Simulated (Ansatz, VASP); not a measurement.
Au: VASP beside Ansatz

```
Au
1.0
     2.94010    0.00000    0.00000
     0.00000    4.15793    0.00000
     0.00000    0.00000   23.35020
Au
6
Direct
  0.25000 0.25000 0.34696
  0.75000 0.75000 0.40113
  0.25000 0.25000 0.47076
  0.75000 0.75000 0.52924
  0.25000 0.25000 0.59887
  0.75000 0.75000 0.65304
```

Alike in both runs: functional PBE; k mesh 12 × 9 × 1; occupations fermi-dirac, width 0.05 eV; no spin polarisation.

Ansatz relaxed the structure, and its values are those at the end. VASP's run is a single point on that final structure, the one shown.

|  | VASP | Ansatz |
| --- | --- | --- |
| version | VASP 6.6.1 | Ansatz 0.2.0 |
| potentials or method | VASP PAW PBE potentials, release 64 (Au) | PAW with Ansatz's default frozen-core files, scalar-relativistic |
| plane-wave cutoff (eV) | 520 | 420 |
| valence electrons in the cell | 66 | 114 |

VASP gave:

| Item | Value |
| --- | --- |
| rms of the force components (eV/Å) | 0.003 |

Q: Estimate Ansatz's values.

A: rms of the force components (eV/Å): 0.000.

The functional is the same, so the differences come from potentials, cutoffs and numerics. VASP's potentials hold 66 valence electrons a cell and Ansatz's 114, so a difference there can come from the potentials and not from the codes. Ansatz's warnings: stress scf threshold loose.

Spin-orbit coupling is off throughout.
